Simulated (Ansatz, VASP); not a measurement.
One calculation of BaTiO3, two programs

```
Ba Ti O
1.0
     3.95980    0.00000    0.00000
     0.00000    3.95980    0.00000
     0.00000    0.00000    4.01800
Ba Ti O
1 1 3
Cartesian
  0.0000 0.0000 0.0000
  1.9799 1.9799 2.0090
  1.9799 1.9799 0.0000
  1.9799 0.0000 2.0090
  0.0000 1.9799 2.0090
```

Change from the starting cell: equal xx and yy strain of -1 %.

Alike in both runs: task single point; functional PBEsol; k mesh 7 × 7 × 7; occupations fermi-dirac, width 0.03 eV; no spin polarisation.

|  | VASP | Ansatz |
| --- | --- | --- |
| version | VASP 6.6.1 | Ansatz 0.2.0 |
| potentials or method | VASP PAW PBE potentials, release 64 (Ba_sv, Ti_sv, O), cutoff 520 eV | all-electron LAPW, scalar-relativistic |

```tsv
	VASP	Ansatz	Ansatz less VASP
gap on the k mesh at the Fermi level (eV)	1.78	1.85	+0.066
pressure (GPa)	0.8	-1.2	-1.95
traceless stress, the component that is largest in VASP (GPa)	-1.99	-1.92	+0.067
```

VASP's potentials were made for PBE, not for PBEsol. Ansatz ran all-electron here, and VASP with PAW potentials.

Neither program's run includes spin-orbit coupling.
